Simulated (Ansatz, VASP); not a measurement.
## Two plane-wave programs on AgW2

```
Ag W
1.0
     1.72127    0.99378    5.19868
    -1.72127    0.99378    5.19868
     0.00000   -1.98755    5.19868
Ag W
1 2
Direct
  0.00000 0.00000 0.00000
  0.75000 0.75000 0.75000
  0.25000 0.25000 0.25000
```

Alike in both runs: task single point; functional PBE; k mesh 6 × 6 × 6; occupations gaussian, width 0.1 eV; no spin polarisation.

|  | VASP | Ansatz |
| --- | --- | --- |
| version | VASP 6.6.1 | Ansatz 0.2.0 |
| potentials or method | VASP PAW PBE potentials, release 64 (Ag, W_sv), cutoff 520 eV | scalar-relativistic, plane waves, PAW |
| valence electrons in the cell | 39 | 47 |

|  | VASP | Ansatz | Ansatz less VASP |
| --- | --- | --- | --- |
| gap on the k mesh at the Fermi level (eV) | none | none | - |
| rms of the force components (eV/Å) | 3.644 | 3.626 | -0.0179 |

Atom by atom the forces differ by 0.018 eV/Å (rms over components). A gap of «none» marks a metal or a gap that the smearing closes. VASP's potentials hold 39 valence electrons a cell and Ansatz's 47, so a difference there can come from the potentials and not from the codes.

Spin-orbit coupling is off throughout.
